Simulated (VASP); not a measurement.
# CoC (CsCl type) (Pm-3m) in VASP: a series of runs

The runs below take CoC (CsCl type) through single point, with PBEsol.

Everything below comes from runs of VASP 6.6.1. Logs are shortened: lines on timing, memory, paths and dates and some standing lists are left out, and cuts for length are marked.

**1. The cell of the first run**

Symmetry: Pm-3m, No. 221, cubic system. The conventional cell has a = 2.164 Å, b = 2.164 Å, c = 2.164 Å, α = 90.00°, β = 90.00°, γ = 90.00°. Within 2.5 Å of Co (site symmetry m-3m) lie 8 C at 1.87 Å and 6 Co at 2.16 Å. Within 2.5 Å of C (site symmetry m-3m) lie 8 Co at 1.87 Å and 6 C at 2.16 Å.

**2. Single point, PBEsol, collinear spin, ferromagnetic start (volume scaled by 0.68)**

File INCAR:

```
  PREC = Accurate
  ENCUT = 520
  EDIFF = 1E-6
  ISMEAR = -1
  SIGMA = 0.05
  LREAL = F
  LASPH = T
  NELM = 150
  ALGO = Normal
  ISIF = 2
  LWAVE = F
  LCHARG = F
  ISPIN = 2
  MAGMOM = 1.7 0
  LORBIT = 11
  LMAXMIX = 4
  GGA = PS
  NBANDS = 18
```

File KPOINTS:

```
Automatic mesh
0
Gamma
  14 14 14
```

File POSCAR:

```
CoC
1.0
    2.1637043267      0.0000000000      0.0000000000
    0.0000000000      2.1637043267      0.0000000000
    0.0000000000      0.0000000000      2.1637043267
Co C
1 1
Direct
    0.0000000000      0.0000000000      0.0000000000
    0.5000000000      0.5000000000      0.5000000000
```

Potentials or basis: VASP PAW PBE potentials, release 64 (Co, C).

On the command line:

```bash
$ cat potpaw_PBE.64/Co/POTCAR potpaw_PBE.64/C/POTCAR > POTCAR
$ mpirun -np 1 vasp_std > vasp.out
```

OUTCAR:

```text
PREC = Accurate
   ENCUT = 520
   EDIFF = 1E-6
   ISMEAR = -1
   LREAL = F
   LASPH = T
   NELM = 150
   ISIF = 2
   ISPIN = 2
   LORBIT = 11
   GGA = PS

 ion  position               nearest neighbor table
   1  0.000  0.000  0.000-   2 1.87   2 1.87   2 1.87   2 1.87   2 1.87   2 1.87   2 1.87   2 1.87

   2  0.500  0.500  0.500-   1 1.87   1 1.87   1 1.87   1 1.87   1 1.87   1 1.87   1 1.87   1 1.87

  LATTYP: Found a simple cubic cell.
 ALAT       =     2.1637043267

  Lattice vectors:

 A1 = (   2.1637043267,   0.0000000000,   0.0000000000)
 A2 = (   0.0000000000,   2.1637043267,   0.0000000000)
 A3 = (   0.0000000000,   0.0000000000,   2.1637043267)

Analysis of symmetry for initial positions (statically):
=====================================================================
 Subroutine PRICEL returns:
 Original cell was already a primitive cell.

 Routine SETGRP: Setting up the symmetry group for a
 simple cubic supercell.

 Subroutine GETGRP returns: Found 48 space group operations
 (whereof 48 operations were pure point group operations)
 out of a pool of 48 trial point group operations.

The static configuration has the point symmetry O_h .

Analysis of symmetry for dynamics (positions and initial velocities):
=====================================================================
 Subroutine PRICEL returns:
 Original cell was already a primitive cell.

 Routine SETGRP: Setting up the symmetry group for a
 simple cubic supercell.

 Subroutine GETGRP returns: Found 48 space group operations
 (whereof 48 operations were pure point group operations)
 out of a pool of 48 trial point group operations.

The dynamic configuration has the point symmetry O_h .

Analysis of structural, dynamic, and magnetic symmetry:
=====================================================================
 Subroutine PRICEL returns:
 Original cell was already a primitive cell.

 Routine SETGRP: Setting up the symmetry group for a
 simple cubic supercell.

 Subroutine GETGRP returns: Found 48 space group operations
 (whereof 48 operations were pure point group operations)
 out of a pool of 48 trial point group operations.

The overall configuration has the point symmetry O_h .

 Subroutine INISYM returns: Found 48 space group operations
 (whereof 48 operations are pure point group operations),
 and found     1 'primitive' translations

----------------------------------------------------------------------------------------

                                     Primitive cell

  volume of cell :      10.1296

  direct lattice vectors                    reciprocal lattice vectors
     2.163704327  0.000000000  0.000000000     0.462170356  0.000000000  0.000000000
     0.000000000  2.163704327  0.000000000     0.000000000  0.462170356  0.000000000
     0.000000000  0.000000000  2.163704327     0.000000000  0.000000000  0.462170356

  length of vectors
     2.163704327  2.163704327  2.163704327     0.462170356  0.462170356  0.462170356

  position of ions in fractional coordinates (direct lattice)
     0.000000000  0.000000000  0.000000000
     0.500000000  0.500000000  0.500000000

  ion indices of the primitive-cell ions
   primitive index   ion index
                 1           1
                 2           2

----------------------------------------------------------------------------------------

 KPOINTS: Automatic mesh

Automatic generation of k-mesh.
 Grid dimensions read from file:
 generate k-points for:   14   14   14

 Generating k-lattice:

  Cartesian coordinates                     Fractional coordinates (reciprocal lattice)
     0.033012168  0.000000000  0.000000000     0.071428571  0.000000000  0.000000000
     0.000000000  0.033012168  0.000000000     0.000000000  0.071428571  0.000000000
     0.000000000  0.000000000  0.033012168     0.000000000  0.000000000  0.071428571

  Length of vectors
     0.033012168  0.033012168  0.033012168

  Shift w.r.t. Gamma in fractional coordinates (k-lattice)
     0.000000000  0.000000000  0.000000000

 Subroutine IBZKPT returns following result:
 ===========================================

 Found    120 irreducible k-points:

 Following reciprocal coordinates:
            Coordinates               Weight
  0.000000  0.000000  0.000000      1.000000
  0.071429  0.000000  0.000000      6.000000
  0.142857  0.000000  0.000000      6.000000
  0.214286  0.000000  0.000000      6.000000
  0.285714  0.000000  0.000000      6.000000
  0.357143  0.000000  0.000000      6.000000
[... 16 lines left out ...]
  0.285714  0.214286  0.000000     24.000000
  0.357143  0.214286  0.000000     24.000000
 [... further k-points ...]
   k-points           NKPTS =    120   k-points in BZ     NKDIM =    120   number of bands    NBANDS=     18
   number of dos      NEDOS =    301   number of ions     NIONS =      2
   total plane-waves  NPLWV =   4096
   dimension x,y,z NGX =    16 NGY =   16 NGZ =   16
   dimension x,y,z NGXF=    32 NGYF=   32 NGZF=   32
   ions per type =               1   1
   NGX,Y,Z   is equivalent  to a cutoff of  12.29, 12.29, 12.29 a.u.
   NGXF,Y,Z  is equivalent  to a cutoff of  24.59, 24.59, 24.59 a.u.
 SYSTEM =  unknown system
   PREC   = accura    normal or accurate (medium, high low for compatibility)
   ISTART =      0    job   : 0-new  1-cont  2-samecut
   ICHARG =      2    charge: 1-file 2-atom 10-const
   ISPIN  =      2    spin polarized calculation?
   LNONCOLLINEAR =      F non collinear calculations
   LSORBIT =      F    spin-orbit coupling
   LASPH  =      T    aspherical Exc in radial PAW
   ENCUT  =  520.0 eV  38.22 Ry    6.18 a.u.   4.02  4.02  4.02*2*pi/ulx,y,z
   NELM   =    150;   NELMIN=  2; NELMDL= -5     # of ELM steps
   EDIFF  = 0.1E-05   stopping-criterion for ELM
   LREAL  =      F    real-space projection
   EDIFFG = 0.1E-04   stopping-criterion for IOM
   NSW    =      0    number of steps for IOM
   IBRION =     -1    ionic relax: 0-MD 1-quasi-New 2-CG
   NFREE  =      0    steps in history (QN), initial steepest desc. (CG)
   ISIF   =      2    stress and relaxation
   ISYM   =      2    0-nonsym 1-usesym 2-fastsym
   POTIM  = 0.5000    time-step for ionic-motion
   TEBEG  =    0.0;   TEEND  =   0.0 temperature during run
   PSTRESS=    0.0 pullay stress
   NELECT =      13.0000    total number of electrons
   NUPDOWN=      -1.0000    fix difference up-down
   EMIN   =  10.00;   EMAX   =-10.00  energy-range for DOS
   EFERMI =   0.00;   METHOD = LEGACY
   ISMEAR =    -1;   SIGMA  =   0.05  broadening in eV -4-tet -1-fermi 0-gaus
   EFERMI_NEDOS =   21; number of points for ismear=-14 and -15
   IALGO  =     38    algorithm
   IMIX   =      4    mixing-type and parameters
     AMIX     =   0.40;   BMIX     =  1.00
     AMIX_MAG =   1.60;   BMIX_MAG =  1.00
  volume/ion in A,a.u.               =       5.06        34.18
  Fermi-wavevector in a.u.,A,eV,Ry     =   1.779063  3.361942 43.063334  3.165066
  Thomas-Fermi vector in A             =   2.844131
   LORBIT       =     11    0 simple, 1 ext, 2 COOP (PROOUT), +10 PAW based schemes
   GGA     = PS    functional components
   LHFCALC =     F    Hartree Fock is set to
   AEXX    =    0.0000 exact exchange contribution
   IVDW    =     0    specifies the selected vdW correction
   LEPSILON=     F    determine dielectric tensor
   LRPA    =     F    only Hartree local field effects (RPA)
 spin polarized calculation
  energy-cutoff  :      520.00
  volume of cell :       10.13
 maximum number of plane-waves:       288
   NGX =  9   NGY =  9   NGZ =  9

 number of electron      12.9999999 magnetization       0.0055612

 number of electron      12.9999999 magnetization      -0.0006641

 Free energy of the ion-electron system (eV)
  ---------------------------------------------------
  ext. energy  EPLUGINS =         0.00000000
  ---------------------------------------------------
  free energy    TOTEN  =       -12.01448454 eV

  energy without entropy =      -11.99849252  energy(sigma->0) =      -12.00648853

 E-fermi :  20.3265     XC(G=0): -16.7000

 val. band max:       20.3212712400   @ k =   0.4286   0.2143   0.0714
 cond. band min:      20.3545511437   @ k =   0.4286   0.3571   0.2143
 fundamental gap:      0.0332799036
 Fermi energy:        20.3264541411

 spin component 1

 k-point     1 :       0.0000    0.0000    0.0000
  band No.  band energies     occupation
      1      -1.1916      1.00000
      2      12.5618      1.00000
      3      12.5618      1.00000
      4      18.4595      1.00000
      5      18.4595      1.00000
      6      18.4595      1.00000
[... 10 lines left out ...]
     17      58.2643      0.00000
     18      58.2643      0.00000
[... 463 lines left out ...]
 k-point    24 :       0.3571    0.2143    0.0000
  band No.  band energies     occupation
      1       3.2054      1.00000
      2       9.5265      1.00000
      3      12.7358      1.00000
      4      14.7593      1.00000
      5      15.3751      1.00000
      6      17.7196      1.00000
[... 10 lines left out ...]
     17      56.5835      0.00000
     18      58.0261      0.00000

 [... further k-points ...]

 spin component 2

 k-point     1 :       0.0000    0.0000    0.0000
  band No.  band energies     occupation
      1      -1.1917      1.00000
      2      12.5612      1.00000
      3      12.5612      1.00000
      4      18.4591      1.00000
      5      18.4591      1.00000
      6      18.4591      1.00000
[... 10 lines left out ...]
     17      58.2643      0.00000
     18      58.2643      0.00000
[... 463 lines left out ...]
 k-point    24 :       0.3571    0.2143    0.0000
  band No.  band energies     occupation
      1       3.2052      1.00000
      2       9.5262      1.00000
      3      12.7354      1.00000
      4      14.7587      1.00000
      5      15.3748      1.00000
      6      17.7192      1.00000
[... 10 lines left out ...]
     17      56.5823      0.00000
     18      58.0259      0.00000

 [... further k-points ...]

------------------------ aborting loop because EDIFF is reached ----------------------------------------

  FORCE on cell =-STRESS in cart. coord.  units (eV):
  Direction    XX          YY          ZZ          XY          YZ          ZX
  --------------------------------------------------------------------------------------
  -------------------------------------------------------------------------------------
  Total       19.2854848     19.2854848     19.2854848     -0.0000000     -0.0000000     -0.0000000
  in kB     3050.3340495   3050.3340495   3050.3340495     -0.0000000     -0.0000000     -0.0000000
  external PRESSURE =    3050.3340495 kB  Pullay stress =       0.0000000 kB

 VOLUME and BASIS-vectors are now :
 -----------------------------------------------------------------------------
  energy-cutoff  :      520.00
  volume of cell :       10.13
      direct lattice vectors                 reciprocal lattice vectors
     2.163704327  0.000000000  0.000000000     0.462170356  0.000000000  0.000000000
     0.000000000  2.163704327  0.000000000     0.000000000  0.462170356  0.000000000
     0.000000000  0.000000000  2.163704327     0.000000000  0.000000000  0.462170356

 POSITION                                       TOTAL-FORCE (eV/Angst)
 -----------------------------------------------------------------------------------
      0.00000      0.00000      0.00000         0.000000      0.000000      0.000000
      1.08185      1.08185      1.08185         0.000000      0.000000      0.000000
 -----------------------------------------------------------------------------------
    total drift:                                0.000000      0.000000      0.000000

  FREE ENERGIE OF THE ION-ELECTRON SYSTEM (eV)
  ---------------------------------------------------
  free  energy   TOTEN  =       -12.0144845366 eV

  energy  without entropy=      -11.9984925187  energy(sigma->0) =      -12.00648853

 total charge

# of ion       s       p       d       tot
------------------------------------------
    1        0.693   1.337   8.199  10.229
    2        0.922   1.680   0.000   2.602
--------------------------------------------------
tot          1.616   3.017   8.199  12.831

 magnetization (x)

# of ion       s       p       d       tot
------------------------------------------
    1       -0.000  -0.000  -0.001  -0.001
    2       -0.000  -0.000   0.000  -0.000
--------------------------------------------------
tot         -0.000  -0.000  -0.001  -0.001
```

Run time: 24 s. Hardware: 1 thread of AMD EPYC 9R45 (Zen 5), shared host; peak memory 0.12 GiB.

What came out:

| Quantity | Value |
| --- | --- |
| Free energy | -12.0145 eV |
| Pressure | 305.0 GPa |
| Net moment | 0.00 μB per cell |
| Valence electrons inside the program's atomic spheres | Co 10.23; C 2.60 |

Levels at points of the mesh, in eV from the Fermi level:
Spin up:
| k point | band 5 | band 6 | band 7 | band 8 | band 9 | band 10 |
| --- | --- | --- | --- | --- | --- | --- |
| (0.00, 0.00, 0.00) | -1.87 | -1.87 | 0.29 | 0.29 | 0.29 | 18.33 |
| (0.50, 0.00, 0.00) | -6.03 | -1.60 | 0.23 | 6.64 | 6.64 | 15.02 |
| (0.50, 0.50, 0.00) | -3.68 | -3.68 | -0.24 | 2.82 | 3.38 | 9.91 |
| (0.50, 0.50, 0.50) | -0.13 | -0.13 | 5.15 | 5.15 | 5.15 | 7.83 |
Spin down:
| k point | band 5 | band 6 | band 7 | band 8 | band 9 | band 10 |
| --- | --- | --- | --- | --- | --- | --- |
| (0.00, 0.00, 0.00) | -1.87 | -1.87 | 0.29 | 0.29 | 0.29 | 18.33 |
| (0.50, 0.00, 0.00) | -6.03 | -1.60 | 0.23 | 6.64 | 6.64 | 15.02 |
| (0.50, 0.50, 0.00) | -3.68 | -3.68 | -0.24 | 2.82 | 3.38 | 9.91 |
| (0.50, 0.50, 0.50) | -0.13 | -0.13 | 5.15 | 5.15 | 5.15 | 7.83 |

Caveat: the starting moments collapsed, and a magnetic state may lie lower; the PAW data sets were made with another functional, which shifts forces and pressure a little.

**3. Single point, PBEsol, collinear spin, ferromagnetic start (volume scaled by 0.68)**

File INCAR:

```
SYSTEM = CoC
PREC = Accurate
ENCUT = 520
EDIFF = 1E-6
ISMEAR = -1
SIGMA = 0.05
LREAL = .False.
LASPH = .True.
NELM = 150
ALGO = Normal
ISIF = 2
LWAVE = .False.
LCHARG = .True.
ISPIN = 2
MAGMOM = 1.7 0
LORBIT = 11
LMAXMIX = 4
GGA = PS
LELF = .True.
LVHAR = .True.
NBANDS = 18
```

File KPOINTS:

```
Automatic mesh
0
Gamma
  14 14 14
  0 0 0
```

POSCAR is that of step 2.

Potentials or basis: VASP PAW PBE potentials, release 64 (Co, C).

On the command line:

```bash
$ cat potpaw_PBE.64/Co/POTCAR potpaw_PBE.64/C/POTCAR > POTCAR
$ mpirun -np 1 vasp_std > vasp.out
```

Wall time 24 s (1 thread of AMD EPYC 9R45 (Zen 5), shared host); peak memory 0.12 GiB.

The run converged. Its results:

| Property | Result |
| --- | --- |
| Free energy | -12.0145 eV |
| Pressure | 305.0 GPa |
| Net moment | 0.00 μB per cell |
| Valence electrons inside the program's atomic spheres | Co 10.23; C 2.60 |

Levels at points of the mesh, in eV from the Fermi level:
Spin up:
```
           k point  band 3  band 4  band 5  band 6  band 7  band 8  band 9  band 10  band 11  band 12
(0.00, 0.00, 0.00)   -7.76   -1.87   -1.87   -1.87    0.29    0.29    0.29    18.33    18.33    19.67
(0.50, 0.00, 0.00)   -6.57   -6.03   -6.03   -1.60    0.23    6.64    6.64    15.02    19.23    22.24
(0.50, 0.50, 0.00)   -8.93   -6.42   -3.68   -3.68   -0.24    2.82    3.38     9.91    22.07    22.07
(0.50, 0.50, 0.50)  -12.42   -5.99   -0.13   -0.13    5.15    5.15    5.15     7.83     7.83     7.83
```
Spin down:
```
           k point  band 3  band 4  band 5  band 6  band 7  band 8  band 9  band 10  band 11  band 12
(0.00, 0.00, 0.00)   -7.77   -1.87   -1.87   -1.87    0.29    0.29    0.29    18.33    18.33    19.67
(0.50, 0.00, 0.00)   -6.57   -6.03   -6.03   -1.60    0.23    6.64    6.64    15.02    19.23    22.24
(0.50, 0.50, 0.00)   -8.93   -6.42   -3.68   -3.68   -0.24    2.82    3.38     9.91    22.07    22.07
(0.50, 0.50, 0.50)  -12.42   -5.99   -0.13   -0.13    5.15    5.15    5.15     7.83     7.83     7.83
```

Caveat: the starting moments collapsed, and a magnetic state may lie lower; the PAW data sets were made with another functional, which shifts forces and pressure a little.
